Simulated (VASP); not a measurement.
Input of a VASP 6.6.1 run:

The input INCAR:

```
SYSTEM = CoO
PREC = Accurate ; ENCUT = 600
EDIFF = 1E-6 ; ISMEAR = -1
SIGMA = 0.05 ; LREAL = .FALSE.
LASPH = .TRUE. ; NELM = 200
ALGO = Normal ; ISIF = 2
LWAVE = .FALSE. ; LCHARG = .FALSE.
ISPIN = 2 ; MAGMOM = 2 0
LORBIT = 11 ; LMAXMIX = 4
GGA = PE ; NBANDS = 22
GGA_COMPAT = .FALSE.
```

KPOINTS

```
regular mesh
0
G
  11 11 11
  0 0 0
```

File POSCAR:

```
CoO
1.0
    1.4747370529      0.8514398345      2.3901185036
   -1.4747370529      0.8514398345      2.3901185036
    0.0000000000     -1.7028796690      2.3901185036
Co O
1 1
Direct
    0.0000000000      0.0000000000      0.0000000000
    0.5000000000      0.5000000000      0.5000000000
```

Potentials or basis: VASP PAW PBE potentials, release 64 (Co_sv, O).

The run is started by

```console
$ cat potpaw_PBE.64/Co_sv/POTCAR potpaw_PBE.64/O/POTCAR > POTCAR
$ mpirun -np 1 vasp_std > vasp.out
```

Estimate the pressure.

8.7 GPa.

Estimate the site moments.

Co +2.36; O +0.25 μB.

Stress tensor (GPa, compression positive):
```
8.95 0.00 0.00
0.00 8.95 0.00
0.00 0.00 8.23
```

Caveat: the cell stands under pressure; a cell with one magnetic atom can't hold antiferromagnetic order, which such compounds often take.
